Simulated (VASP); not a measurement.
HfC:

```
Hf C
1.0
     0.00000    2.35560    2.35560
     2.35560    0.00000    2.35560
     2.35560    2.35560    0.00000
Hf C
1 1
Cartesian
  2.3556 2.3556 2.3556
  0.0000 0.0000 0.0000
```

Base run:

```yaml
Program: VASP 6.6.1
Functional: PBE
Potentials_or_basis: VASP PAW PBE potentials, release 64 (Hf_pv, C)
Cutoff: 520 eV
k_mesh: 10 × 10 × 10
Occupations: fermi-dirac, width 0.05 eV
Spin: no spin polarisation
```

Its results: band gap on the k mesh zero (band 7 reaches 6.64 eV, above the bottom of band 8 at 5.25 eV); pressure -9.0 GPa.

Task: The run is repeated on the same cell with these changes: functional from PBE to r2SCAN. What comes out?

Result: Band gap on the k mesh zero (band 7 reaches 6.59 eV, above the bottom of band 8 at 5.14 eV); pressure -11.3 GPa.

Caveats: spin-orbit coupling is left out, which moves the levels of the heavy elements; the PAW data sets were made with another functional, which shifts forces and pressure a little (some runs).
